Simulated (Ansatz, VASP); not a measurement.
Two plane-wave programs on GaN

File INCAR:

```
SYSTEM = GaN
PREC = Accurate
ENCUT = 600
EDIFF = 1E-6
ISMEAR = 0
SIGMA = 0.01
LREAL = .FALSE.
LASPH = .TRUE.
NELM = 120
ALGO = Normal
ISIF = 2
LWAVE = .FALSE.
LCHARG = .FALSE.
GGA = PE
NBANDS = 16
GGA_COMPAT = .FALSE.
```

KPOINTS

```
regular mesh
0
G
  5 5 5
  0 0 0
```

The input POSCAR:

```
GaN
1.0
    0.0000000000      2.2535000000      2.2535000000
    2.2535000000      0.0000000000      2.2535000000
    2.2535000000      2.2535000000      0.0000000000
Ga N
1 1
Direct
   -0.0001501225      0.0010158985      0.0016708498
    0.7507472694      0.7449431258      0.7416829451
```

Input for Ansatz:

```yaml
crystal:
  lattice:
    - [0.0, 2.2535, 2.2535]
    - [2.2535, 0.0, 2.2535]
    - [2.2535, 2.2535, 0.0]
  atoms:
    - { symbol: Ga, position: [-0.00015012254554480815, 0.0010158984842664612, 0.001670849776274848] }
    - { symbol: "N", position: [0.7507472694161167, 0.7449431258109459, 0.7416829450791275] }
basis:
  ecutwfc: 557.833418042754
kpoints:
  mp_grid:
    grid: [5, 5, 5]
hamiltonian:
  xc: pbe
  pseudopotentials:
    kind: paw
scf:
  occupations:
    method: fixed
output:
  forces: true
```

Alike in both runs: task single point; functional PBE; k mesh 5 × 5 × 5; no spin polarisation.

|  | VASP | Ansatz |
| --- | --- | --- |
| version | VASP 6.6.1 | Ansatz 0.2.0 |
| potentials or method | VASP PAW PBE potentials, release 64 (Ga_d, N), cutoff 600 eV | plane waves, PAW |
| occupations | gaussian, width 0.01 eV | fixed |
| valence electrons in the cell | 18 | 18 |

Ansatz gave:

| Quantity | Value |
| --- | --- |
| rms of the force components (eV/Å) | 0.293 |

Q: What did VASP give for the same quantities?

A: rms of the force components (eV/Å): 0.288.

Atom by atom the forces differ by 0.004 eV/Å (rms over components).

The k mesh is coarse, so the values compare programs but aren't converged.
